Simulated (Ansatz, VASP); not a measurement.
SnO2: VASP beside Ansatz

```
CELL_PARAMETERS angstrom
4.65882 0.00000 0.00000
0.00000 4.65883 0.00000
0.00000 0.00000 3.46455
ATOMIC_POSITIONS crystal
Sn 0.50000 0.50000 0.50000
Sn 0.00000 0.00000 0.00000
O 0.29427 0.31893 0.00000
O 0.79427 0.18107 0.50000
O 0.20573 0.81893 0.50000
O 0.70573 0.68107 0.00000
```

Change from the starting cell: mode 4 frozen in at -0.084 Å, strain +e along z and -e/2 along x and y +0.0700.

Alike in both runs: task single point; functional PBE; k mesh 6 × 6 × 8; occupations gaussian, width 0.05 eV; no spin polarisation.

|  | VASP | Ansatz |
| --- | --- | --- |
| version | VASP 6.6.1 | Ansatz 0.2.0 |
| potentials or method | VASP PAW PBE potentials, release 64 (Sn_d, O), cutoff 520 eV | scalar-relativistic, plane waves, PAW |
| valence electrons in the cell | 52 | 52 |

VASP gave:

```
gap on the k mesh at the Fermi level (eV)                     : 0.59
least direct gap on the mesh (eV)                             : 0.59
pressure (GPa)                                                : -1.2
traceless stress, the component that is largest in VASP (GPa) : -11.79
rms of the force components (eV/Å)                            : 0.121
```

**Question.** What did Ansatz give for the same quantities?

**Answer.** gap on the k mesh at the Fermi level (eV): 0.60; least direct gap on the mesh (eV): 0.60; pressure (GPa): -1.8; traceless stress, the component that is largest in VASP (GPa): -11.84; rms of the force components (eV/Å): 0.116.

Atom by atom the forces differ by 0.006 eV/Å (rms over components).
